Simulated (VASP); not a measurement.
# Tl: single point with LDA

Tl:

```xyz
2
Lattice="0.0000 3.2329 3.2329 3.2329 0.0000 3.2329 3.2329 3.2329 0.0000" Properties=species:S:1:pos:R:3 pbc="T T T"
Tl   -0.8082   -0.8082   -0.8082
Tl    0.8082    0.8082    0.8082
```

This isn't the form of Tl at room conditions, which is hcp.

* Program: VASP 6.6.1
* Task: single point
* Functional: LDA
* Potentials or basis: VASP PAW LDA potentials, release 64 (Tl_d)
* Cutoff: 520 eV
* k mesh: 10 × 10 × 10
* Occupations: fermi-dirac, width 0.1 eV
* Spin: no spin polarisation

```yaml
Pressure: 4.2 GPa
Band_gap_on_the_k_mesh: zero (bands 13 and 14 overlap by 4.28 eV)
```

Levels at points of the mesh, in eV from the Fermi level:
```tsv
k point	band 9	band 10	band 11	band 12	band 13	band 14	band 15	band 16	band 17	band 18
(0.00, 0.00, 0.00)	-10.96	-10.96	-9.92	0.71	3.08	3.08	3.08	4.73	4.73	4.73
(0.50, 0.00, 0.00)	-10.91	-10.91	-7.67	-5.01	1.32	1.32	1.71	5.87	5.87	6.42
(0.50, 0.50, 0.00)	-10.84	-10.84	-6.13	-6.13	-0.53	-0.53	2.72	2.72	10.90	10.90
```

Run time: 80 s on 1 thread of Oxide Virtual Turin-like Processor, on a shared host, peak memory 0.17 GiB.

Caveat: the cell stands under pressure; spin-orbit coupling is left out, which moves the levels of the heavy elements.
